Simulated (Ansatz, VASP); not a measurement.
## Si in VASP and in Ansatz

POSCAR

```
Si
1.0
   -1.5781074821      1.5781074821      1.3203298500
    1.5781074821     -1.5781074821      1.3203298500
    1.5781074821      1.5781074821     -1.3203298500
Si
1
Direct
    0.0000000000      0.0000000000      0.0000000000
```

Contents of INCAR.step1:

```
SYSTEM = Si
PREC = Accurate
ENCUT = 520
ISMEAR = 0
SIGMA = 0.15
LREAL = .FALSE.
LASPH = .TRUE.
NELM = 80
NBANDS = 8
GGA = PE
ALGO = Normal
EDIFF = 1E-4
LWAVE = .TRUE.
LCHARG = .FALSE.
```

INCAR.step2

```
SYSTEM = Si
PREC = Accurate
ENCUT = 520
EDIFF = 1E-7
ISMEAR = 0
SIGMA = 0.15
LREAL = .FALSE.
LASPH = .TRUE.
NELM = 80
ALGO = Normal
ISIF = 2
LWAVE = .FALSE.
LCHARG = .TRUE.
METAGGA = R2SCAN
LMIXTAU = .TRUE.
LELF = .TRUE.
LVHAR = .TRUE.
NBANDS = 8
ISTART = 1
```

Contents of KPOINTS:

```
regular mesh
0
G
  22 22 22
  0 0 0
```

Input for Ansatz:

```yaml
crystal:
  lattice:
    - [-1.5781074821, 1.5781074821, 1.32032985]
    - [1.5781074821, -1.5781074821, 1.32032985]
    - [1.5781074821, 1.5781074821, -1.32032985]
  atoms:
    - { symbol: Si, position: [0.0, 0.0, 0.0] }
basis:
  ecutwfc: 500
kpoints:
  mp_grid: { grid: [22, 22, 22] }
hamiltonian:
  xc: r2scan
scf:
  occupations: { method: gaussian, width: 0.15 }
output:
  forces: true
  stress: true
  eigenvalues: true
```

Change from the starting cell: strain -0.030 along x and y, +0.000 along z, atoms carried along.

Alike in both runs: task single point; functional r2SCAN; k mesh 22 × 22 × 22; occupations gaussian, width 0.15 eV; no spin polarisation.

```csv
,VASP,Ansatz
version,VASP 6.6.1,Ansatz 0.2.0
potentials or method,"VASP PAW PBE potentials, release 64 (Si), cutoff 520 eV","scalar-relativistic, plane waves, PAW"
valence electrons in the cell,4,4
```

|  | VASP | Ansatz | Ansatz less VASP |
| --- | --- | --- | --- |
| gap on the k mesh at the Fermi level (eV) | none | none | - |
| pressure (GPa) | 6.7 | 6.6 | -0.06 |
| traceless stress, the component that is largest in VASP (GPa) | -3.71 | -3.67 | +0.037 |

VASP's potentials were made for PBE, not for r2SCAN. A gap of «none» marks a metal or a gap that the smearing closes.
